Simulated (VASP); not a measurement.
# Rb (P6/mmm) in VASP: further runs, part 2 of 2

VASP 6.6.1.

**3. Relaxation of cell and atoms, PBEsol, target pressure 2 GPa, at which the enthalpy is minimised**

This run uses another cell than the first one, of the same volume but with other edges.

Contents of INCAR:

```
  ALGO = Normal
  EDIFF = 1E-6
  EDIFFG = -0.005
  ENCUT = 600
  GGA = PS
  IBRION = 2
  ISIF = 3
  ISMEAR = -1
  LASPH = T
  LCHARG = F
  LREAL = F
  LWAVE = F
  NELM = 60
  NSW = 32
  PREC = Accurate
  PSTRESS = 20.0
  SIGMA = 0.05
```

Contents of KPOINTS:

```
k-points
0
Gamma
  5 5 7
```

Contents of POSCAR:

```
Rb
1.0
    7.0580575818      0.0000000000      0.0000000000
   -3.5290287909      6.1124571672      0.0000000000
    0.0000000000      0.0000000000      4.2139317697
Rb
3
Direct
    0.0000000000      0.0000000000      0.0000000000
    0.3333333333      0.6666666667      0.5000000000
    0.6666666667      0.3333333333      0.5000000000
```

Potentials or basis: VASP PAW PBE potentials, release 64 (Rb_sv).

Started as:

```sh
cat potpaw_PBE.64/Rb_sv/POTCAR > POTCAR
mpirun -np 1 vasp_std > vasp.out
```

OUTCAR:

```text
EDIFF = 1E-6
   EDIFFG = -0.005
   ENCUT = 600
   GGA = PS
   IBRION = 2
   ISIF = 3
   ISMEAR = -1
   LASPH = T
   LREAL = F
   NELM = 60
   NSW = 32
   PREC = Accurate
   PSTRESS = 20.0

 ion  position               nearest neighbor table
   1  0.000  0.000  0.000-   2 4.59   3 4.59   2 4.59   3 4.59   2 4.59   2 4.59   3 4.59   3 4.59
                             3 4.59   3 4.59   2 4.59   2 4.59
   2  0.333  0.667  0.500-   3 4.07   3 4.07   3 4.07   1 4.59   1 4.59   1 4.59   1 4.59   1 4.59
                             1 4.59
   3  0.667  0.333  0.500-   2 4.07   2 4.07   2 4.07   1 4.59   1 4.59   1 4.59   1 4.59   1 4.59
                             1 4.59

  LATTYP: Found a hexagonal cell.
 ALAT       =     7.0580575818
 C/A-ratio  =     0.5970384516

  Lattice vectors:

 A1 = (   7.0580575818,   0.0000000000,   0.0000000000)
 A2 = (  -3.5290287909,   6.1124571672,   0.0000000000)
 A3 = (   0.0000000000,   0.0000000000,   4.2139317697)

Analysis of symmetry for initial positions (statically):
=====================================================================
 Subroutine PRICEL returns:
 Original cell was already a primitive cell.

 Routine SETGRP: Setting up the symmetry group for a
 hexagonal supercell.

[... 147 lines left out ...]
 non-spin polarized calculation
  energy-cutoff  :      600.00
  volume of cell :      181.80
 maximum number of plane-waves:      6107
   NGX = 29   NGY = 29   NGZ = 17

--------------------------------------- Ionic step        1  -------------------------------------------

 number of electron      27.0000000 magnetization

 Free energy of the ion-electron system (eV)
  ---------------------------------------------------
  ext. energy  EPLUGINS =         0.00000000
  ---------------------------------------------------
  free energy    TOTEN  =        -2.69327454 eV

  energy without entropy =       -2.67355769  energy(sigma->0) =       -2.68341612

------------------------ aborting loop because EDIFF is reached ----------------------------------------

  FORCE on cell =-STRESS in cart. coord.  units (eV):
  Direction    XX          YY          ZZ          XY          YZ          ZX
  --------------------------------------------------------------------------------------
  -------------------------------------------------------------------------------------
  Total        2.2717393      2.2717393      2.2893158      0.0000000      0.0000000      0.0000000
  in kB       20.0207598     20.0207598     20.1756605      0.0000000      0.0000000      0.0000000
  external PRESSURE =       0.0723934 kB  Pullay stress =      20.0000000 kB
[... 65 lines left out ...]
--------------------------------------- Ionic step        3  -------------------------------------------

 number of electron      27.0000000 magnetization

 Free energy of the ion-electron system (eV)
  ---------------------------------------------------
  ext. energy  EPLUGINS =         0.00000000
  ---------------------------------------------------
  free energy    TOTEN  =        -2.69688768 eV

  energy without entropy =       -2.67724822  energy(sigma->0) =       -2.68706795

 E-fermi :   1.0255     XC(G=0):  -6.6429

 val. band max:        1.0140492632   @ k =   0.2000   0.2000   0.1429
 cond. band min:       1.0493108285   @ k =   0.2000   0.2000   0.1429
 fundamental gap:      0.0352615653
 Fermi energy:         1.0255174002

 k-point     1 :       0.0000    0.0000    0.0000
  band No.  band energies     occupation
      1     -27.7615      2.00000
      2     -27.7276      2.00000
      3     -27.5959      2.00000
      4     -12.0120      2.00000
      5     -12.0120      2.00000
      6     -11.8435      2.00000
[... 423 lines left out ...]
  energy  without entropy=       -2.6772482186  energy(sigma->0) =       -2.68706795

  enthalpy is  TOTEN    =        -0.4239057164 eV   P V=        2.2729819666

 reached required accuracy - stopping structural energy minimisation
```

Wall time 3 min (1 thread of Oxide Virtual Turin-like, shared host); peak memory 0.32 GiB.

Results:

* Free energy: -2.6969 eV
* Relaxed volume: 60.70 Å³/atom
* Relaxed cell: a = 7.059 Å, b = 7.059 Å, c = 4.219 Å, α = 90.00°, β = 90.00°, γ = 120.00°
* Space group after relaxing (to 0.1 Å): P6/mmm (No. 191)
* Energy change on relaxing (the run minimises the enthalpy): -1.2 meV/atom
* Ionic steps: 3
* Pressure after relaxing: 2.0 GPa
* Band gap on the k mesh: zero (an odd number of electrons rules out a gap without spin polarisation)

Step by step:
```tsv
step	energy change (eV)	largest force (eV/Å)	pressure (GPa)	volume (Å³)
1	0.0000	0.0000	2.01	181.80
2	-0.0009	0.0000	2.00	181.87
3	-0.0036	0.0000	1.99	182.09
```

Final structure:
```yaml
crystal:
  lattice:
    - [7.05913, 0.00000, 0.00000]
    - [-3.52956, 6.11338, 0.00000]
    - [0.00000, 0.00000, 4.21933]
  atoms:
    - { symbol: Rb, position: [0.00000, 0.00000, 0.00000] }
    - { symbol: Rb, position: [0.33333, 0.66667, 0.50000] }
    - { symbol: Rb, position: [0.66667, 0.33333, 0.50000] }
```

Caveat: the cell is relaxed towards a set pressure, so the run minimises the enthalpy, not the energy; the PAW data sets were made with another functional, which shifts forces and pressure a little.

The gap in the log of VASP goes by the Fermi energy; the results here count the filled bands.